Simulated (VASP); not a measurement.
# P in VASP: single point with r2SCAN

Aim: the single point of P with r2SCAN.

Program: VASP 6.6.1. These are calculated values, not measurements. Logs are shortened: lines on timing, memory, paths and dates and some standing lists are left out, and cuts for length are marked.

## (1) The cell of the first run

The cell holds a slab with vacuum, 4 atoms: a = 3.352 Å, b = 34.628 Å, c = 4.692 Å, α = 91.37°, β = 90.60°, γ = 91.27°.

## (2) Single point, r2SCAN (atoms moved at random and the cell strained at random)

POSCAR reads:

```
P
1.0
    3.3518459700     -0.0367050223     -0.0175781964
   -0.3896267323     34.6236991493     -0.4183736971
   -0.0247961165     -0.0555968868      4.6919704482
P
4
Direct
    0.0041543812      0.9701631862      0.6012185407
    0.0101738230      0.0302071714      0.4013975024
    0.4853022130      0.0300224555      0.0863720680
    0.5003695828      0.9696071868      0.9110118888
```

INCAR.step1 reads:

```
ALGO     = Normal         # electronic algorithm
EDIFF    = 1E-4           # SCF threshold, eV
ENCUT    = 520            # plane-wave cutoff, eV
GGA      = PE             # functional
ISMEAR   = 0              # smearing method
LASPH    = True           # aspherical terms in the spheres
LCHARG   = False          # write CHGCAR
LREAL    = False          # projectors in reciprocal space
LWAVE    = True           # write WAVECAR
NBANDS   = 18             # bands
NELM     = 80             # most SCF steps
PREC     = Accurate       # precision mode
SIGMA    = 0.05           # smearing width, eV
```

INCAR.step2 reads:

```
ALGO     = Normal         # electronic algorithm
EDIFF    = 1E-6           # SCF threshold, eV
ENCUT    = 520            # plane-wave cutoff, eV
ISIF     = 2              # what is computed and relaxed
ISMEAR   = 0              # smearing method
ISTART   = 1            
LASPH    = True           # aspherical terms in the spheres
LCHARG   = True           # write CHGCAR
LELF     = True           # ELF
LMIXTAU  = True         
LREAL    = False          # projectors in reciprocal space
LVHAR    = True         
LWAVE    = False          # write WAVECAR
METAGGA  = R2SCAN         # meta-GGA
NBANDS   = 18             # bands
NELM     = 80             # most SCF steps
PREC     = Accurate       # precision mode
SIGMA    = 0.05           # smearing width, eV
```

KPOINTS reads:

```
k-points
0
Gamma
  8 1 6
```

Potentials or basis: VASP PAW PBE potentials, release 64 (P).

Launch:

```sh
> cat potpaw_PBE.64/P/POTCAR > POTCAR
> cp INCAR.step1 INCAR
> mpirun -np 1 vasp_std > vasp.out
> cp INCAR.step2 INCAR
> mpirun -np 1 vasp_std > vasp.out
```

OUTCAR:

```text
EDIFF = 1E-6
   ENCUT = 520
   ISIF = 2
   ISMEAR = 0
   ISTART = 1
   LASPH = True
   LREAL = False
   METAGGA = R2SCAN
   NELM = 80
   PREC = Accurate

 ion  position               nearest neighbor table
   1  0.004  0.970  0.601-   4 2.20   4 2.24   2 2.30
   2  0.010  0.030  0.401-   3 2.18   3 2.29   1 2.30
   3  0.485  0.030  0.086-   2 2.18   4 2.23   2 2.29
   4  0.500  0.970  0.911-   1 2.20   3 2.23   1 2.24

  LATTYP: Found a triclinic cell.
 ALAT       =    34.7163500329
 B/A-ratio  =     0.0965566087
 C/A-ratio  =     0.1351629806
 COS(alpha) =     0.0103977308
 COS(beta)  =     0.0248115993
 COS(gamma) =     0.0744768251

  Lattice vectors:

 A1 = (   2.9622192377,  34.5869941270,  -0.4359518935)
 A2 = (   3.3518459700,  -0.0367050223,  -0.0175781964)
 A3 = (   0.0247961165,   0.0555968868,  -4.6919704482)

Analysis of symmetry for initial positions (statically):
=====================================================================
 Subroutine PRICEL returns:
 Original cell was already a primitive cell.

 Routine SETGRP: Setting up the symmetry group for a
 triclinic supercell.

 Subroutine GETGRP returns: Found  1 space group operations
 (whereof  1 operations were pure point group operations)
 out of a pool of  2 trial point group operations.

The static configuration has the point symmetry C_1 .

Analysis of symmetry for dynamics (positions and initial velocities):
=====================================================================
 Subroutine PRICEL returns:
 Original cell was already a primitive cell.

 Routine SETGRP: Setting up the symmetry group for a
 triclinic supercell.

 Subroutine GETGRP returns: Found  1 space group operations
 (whereof  1 operations were pure point group operations)
 out of a pool of  2 trial point group operations.

The dynamic configuration has the point symmetry C_1 .

 Subroutine INISYM returns: Found  1 space group operations
 (whereof  1 operations are pure point group operations),
 and found     1 'primitive' translations

----------------------------------------------------------------------------------------

                                     Primitive cell

  volume of cell :     544.3578

  direct lattice vectors                    reciprocal lattice vectors
     3.351845970 -0.036705022 -0.017578196     0.298388529  0.003377358  0.001616943
    -0.389626732 34.623699149 -0.418373697     0.000318166  0.028889689  0.000344006
    -0.024796116 -0.055596887  4.691970448     0.001146266  0.002588689  0.213166804

  length of vectors
     3.352093026 34.628418796  4.692365347     0.298412023  0.028893489  0.213185604

  position of ions in fractional coordinates (direct lattice)
     0.004154381  0.970163186  0.601218541
     0.010173823  0.030207171  0.401397502
     0.485302213  0.030022456  0.086372068
     0.500369583  0.969607187  0.911011889

  ion indices of the primitive-cell ions
   primitive index   ion index
                 1           1
                 2           2
                 3           3
                 4           4

----------------------------------------------------------------------------------------

 KPOINTS: k-points

Automatic generation of k-mesh.
 Grid dimensions read from file:
 generate k-points for:    8    1    6

 Generating k-lattice:

  Cartesian coordinates                     Fractional coordinates (reciprocal lattice)
     0.037298566  0.000422170  0.000202118     0.125000000  0.000000000  0.000000000
     0.000318166  0.028889689  0.000344006     0.000000000  1.000000000  0.000000000
     0.000191044  0.000431448  0.035527801     0.000000000  0.000000000  0.166666667

  Length of vectors
     0.037301503  0.028893489  0.035530934

  Shift w.r.t. Gamma in fractional coordinates (k-lattice)
     0.000000000  0.000000000  0.000000000

 Subroutine IBZKPT returns following result:
 ===========================================

 Found     26 irreducible k-points:

 Following reciprocal coordinates:
            Coordinates               Weight
  0.000000  0.000000  0.000000      1.000000
  0.125000 -0.000000  0.000000      2.000000
  0.250000 -0.000000  0.000000      2.000000
  0.375000 -0.000000 -0.000000      2.000000
  0.500000 -0.000000  0.000000      1.000000
  0.000000  0.000000  0.166667      2.000000
[... 16 lines left out ...]
  0.125000  0.000000  0.500000      2.000000
  0.250000 -0.000000  0.500000      2.000000
 [... further k-points ...]
   k-points           NKPTS =     26   k-points in BZ     NKDIM =     26   number of bands    NBANDS=     18
   number of dos      NEDOS =    301   number of ions     NIONS =      4
   total plane-waves  NPLWV = 272160
   dimension x,y,z NGX =    28 NGY =  270 NGZ =   36
   dimension x,y,z NGXF=    56 NGYF=  540 NGZF=   72
   ions per type =               4
   NGX,Y,Z   is equivalent  to a cutoff of  13.89, 12.96, 12.75 a.u.
   NGXF,Y,Z  is equivalent  to a cutoff of  27.77, 25.92, 25.51 a.u.
 SYSTEM =  unknown system
   PREC   = accura    normal or accurate (medium, high low for compatibility)
   ISTART =      1    job   : 0-new  1-cont  2-samecut
   ICHARG =      0    charge: 1-file 2-atom 10-const
   ISPIN  =      1    spin polarized calculation?
   LNONCOLLINEAR =      F non collinear calculations
   LSORBIT =      F    spin-orbit coupling
   LASPH  =      T    aspherical Exc in radial PAW
   ENCUT  =  520.0 eV  38.22 Ry    6.18 a.u.   6.23 64.39  8.72*2*pi/ulx,y,z
   NELM   =     80;   NELMIN=  2; NELMDL=  0     # of ELM steps
   EDIFF  = 0.1E-05   stopping-criterion for ELM
   LREAL  =      F    real-space projection
   EDIFFG = 0.1E-04   stopping-criterion for IOM
   NSW    =      0    number of steps for IOM
   IBRION =     -1    ionic relax: 0-MD 1-quasi-New 2-CG
   NFREE  =      0    steps in history (QN), initial steepest desc. (CG)
   ISIF   =      2    stress and relaxation
   ISYM   =      2    0-nonsym 1-usesym 2-fastsym
   POTIM  = 0.5000    time-step for ionic-motion
   TEBEG  =    0.0;   TEEND  =   0.0 temperature during run
   PSTRESS=    0.0 pullay stress
   NELECT =      20.0000    total number of electrons
   NUPDOWN=      -1.0000    fix difference up-down
   EMIN   =  10.00;   EMAX   =-10.00  energy-range for DOS
   EFERMI =   0.00;   METHOD = LEGACY
   ISMEAR =     0;   SIGMA  =   0.05  broadening in eV -4-tet -1-fermi 0-gaus
   EFERMI_NEDOS =   21; number of points for ismear=-14 and -15
   IALGO  =     38    algorithm
   IMIX   =      4    mixing-type and parameters
     AMIX     =   0.40;   BMIX     =  1.00
     AMIX_MAG =   1.60;   BMIX_MAG =  1.00
  volume/ion in A,a.u.               =     136.09       918.38
  Fermi-wavevector in a.u.,A,eV,Ry     =   0.544239  1.028463  4.029999  0.296197
  Thomas-Fermi vector in A             =   1.573073
   LORBIT       =      0    0 simple, 1 ext, 2 COOP (PROOUT), +10 PAW based schemes
   METAGGA = R2SCAN    functional components
   LHFCALC =     F    Hartree Fock is set to
   AEXX    =    0.0000 exact exchange contribution
   IVDW    =     0    specifies the selected vdW correction
   LEPSILON=     F    determine dielectric tensor
   LRPA    =     F    only Hartree local field effects (RPA)
 non-spin polarized calculation
 Gauss-broadening in eV      SIGMA  =   0.05
  energy-cutoff  :      520.00
  volume of cell :      544.36
 maximum number of plane-waves:     14705
 NGX is ok and might be reduce to    28
   NGX = 13   NGY =129   NGZ = 17

 number of electron      19.9999999 magnetization

 Free energy of the ion-electron system (eV)
  ---------------------------------------------------
  ext. energy  EPLUGINS =         0.00000000
  ---------------------------------------------------
  free energy    TOTEN  =       -35.68226976 eV

  energy without entropy =      -35.68226976  energy(sigma->0) =      -35.68226976

 E-fermi :  -3.3816     XC(G=0):  -1.7142

 val. band max:       -3.6522605260   @ k =   0.0000   0.0000   0.0000
 cond. band min:      -2.5474357535   @ k =   0.5000  -0.0000   0.0000
 fundamental gap:      1.1048247725
 Fermi energy:        -3.3815625373

 k-point     1 :       0.0000    0.0000    0.0000
  band No.  band energies     occupation
      1     -19.2983      2.00000
      2     -16.7505      2.00000
      3     -13.3223      2.00000
      4      -9.5503      2.00000
      5      -8.6606      2.00000
      6      -8.1006      2.00000
[... 10 lines left out ...]
     17       1.6797      0.00000
     18       1.8188      0.00000

 k-point     2 :       0.1250   -0.0000    0.0000
  band No.  band energies     occupation
      1     -19.1107      2.00000
      2     -16.5531      2.00000
      3     -13.4258      2.00000
      4      -9.4205      2.00000
      5      -8.8611      2.00000
      6      -8.2928      2.00000
[... 10 lines left out ...]
     17       1.7384      0.00000
     18       1.8881      0.00000

 k-point     3 :       0.2500   -0.0000    0.0000
  band No.  band energies     occupation
      1     -18.5546      2.00000
      2     -15.9646      2.00000
      3     -13.9532      2.00000
      4     -10.1609      2.00000
      5      -9.3104      2.00000
      6      -9.0437      2.00000
[... 10 lines left out ...]
     17       2.2905      0.00000
     18       2.3271      0.00000

 k-point     4 :       0.3750   -0.0000   -0.0000
  band No.  band energies     occupation
      1     -17.6575      2.00000
      2     -15.1162      2.00000
      3     -14.9598      2.00000
      4     -11.9617      2.00000
      5      -9.3922      2.00000
      6      -8.7347      2.00000
[... 10 lines left out ...]
     17       3.1764      0.00000
     18       3.2282      0.00000

 k-point     5 :       0.5000   -0.0000    0.0000
  band No.  band energies     occupation
      1     -16.6617      2.00000
      2     -16.2246      2.00000
      3     -13.8756      2.00000
      4     -13.3940      2.00000
      5      -9.0058      2.00000
      6      -8.8635      2.00000
[... 10 lines left out ...]
     17       3.4323      0.00000
     18       3.6836      0.00000

 k-point     6 :       0.0000    0.0000    0.1667
  band No.  band energies     occupation
      1     -19.1672      2.00000
      2     -16.9608      2.00000
      3     -13.2741      2.00000
      4     -10.2813      2.00000
      5      -8.1446      2.00000
      6      -7.6733      2.00000
[... 307 lines left out ...]
 k-point    21 :      -0.1250    0.0000    0.3333
  band No.  band energies     occupation
      1     -18.6109      2.00000
      2     -17.3202      2.00000
      3     -12.9475      2.00000
      4     -11.3479      2.00000
      5      -8.2957      2.00000
      6      -7.5827      2.00000
[... 10 lines left out ...]
     17       2.3793      0.00000
     18       2.4270      0.00000

 k-point    22 :       0.0000    0.0000    0.5000
  band No.  band energies     occupation
      1     -18.3474      2.00000
      2     -18.0324      2.00000
      3     -12.3837      2.00000
      4     -12.2726      2.00000
      5      -6.8052      2.00000
      6      -6.7776      2.00000
[... 10 lines left out ...]
     17       2.5063      0.00000
     18       2.8809      0.00000

 k-point    23 :       0.1250    0.0000    0.5000
  band No.  band energies     occupation
      1     -18.1666      2.00000
      2     -17.8509      2.00000
      3     -12.3319      2.00000
      4     -12.2348      2.00000
      5      -7.9898      2.00000
      6      -7.7796      2.00000
[... 10 lines left out ...]
     17       2.7750      0.00000
     18       3.1345      0.00000

 k-point    24 :       0.2500   -0.0000    0.5000
  band No.  band energies     occupation
      1     -17.6406      2.00000
      2     -17.3221      2.00000
      3     -12.4887      2.00000
      4     -12.3474      2.00000
      5      -9.3635      2.00000
      6      -9.2453      2.00000
[... 10 lines left out ...]
     17       3.0397      0.00000
     18       3.1592      0.00000

 [... further k-points ...]

------------------------ aborting loop because EDIFF is reached ----------------------------------------

  FORCE on cell =-STRESS in cart. coord.  units (eV):
  Direction    XX          YY          ZZ          XY          YZ          ZX
  --------------------------------------------------------------------------------------
  -------------------------------------------------------------------------------------
  Total       -2.4218863     -0.6652353     -1.0177000      0.5826961      1.3514226     -0.2166988
  in kB       -7.1282006     -1.9579494     -2.9953386      1.7150164      3.9775653     -0.6377973
  external PRESSURE =      -4.0271629 kB  Pullay stress =       0.0000000 kB

 VOLUME and BASIS-vectors are now :
 -----------------------------------------------------------------------------
  energy-cutoff  :      520.00
  volume of cell :      544.36
      direct lattice vectors                 reciprocal lattice vectors
     3.351845970 -0.036705022 -0.017578196     0.298388529  0.003377358  0.001616943
    -0.389626732 34.623699149 -0.418373697     0.000318166  0.028889689  0.000344006
    -0.024796116 -0.055596887  4.691970448     0.001146266  0.002588689  0.213166804

 POSITION                                       TOTAL-FORCE (eV/Angst)
 -----------------------------------------------------------------------------------
     -0.37898     33.55706      2.41494        -0.381620      0.021265     -0.407033
      0.01238      1.02319      1.87053        -0.516251     -0.056009      0.170461
      1.61282      1.01687      0.38416         0.786175     -0.242807      0.472086
      1.27679     33.50237      3.85999         0.111696      0.277551     -0.235514
 -----------------------------------------------------------------------------------
    total drift:                               -0.000067      0.000144     -0.000022

  FREE ENERGIE OF THE ION-ELECTRON SYSTEM (eV)
  ---------------------------------------------------
  free  energy   TOTEN  =       -35.6822697562 eV

  energy  without entropy=      -35.6822697562  energy(sigma->0) =      -35.68226976
```

Run time: 44 min. Hardware: 1 thread of Intel Xeon Platinum 8259CL at 2.50GHz (Skylake/Cascade Lake), shared host; peak memory 0.77 GiB.

Results:

* Free energy: -35.6823 eV
* Largest force: 0.949 eV/Å
* Band gap on the k mesh: 1.10 eV (least direct gap 1.18 eV)

Forces in eV/Å, atoms in the order of the input:
```
P   -0.382  0.021 -0.407
P   -0.516 -0.056  0.170
P    0.786 -0.243  0.472
P    0.112  0.278 -0.236
```

Caveat: the cell differs from its parent crystal (atoms moved at random and the cell strained at random); there is no dipole correction, which matters where the two faces differ; the PAW data sets were made with another functional, which shifts forces and pressure a little.
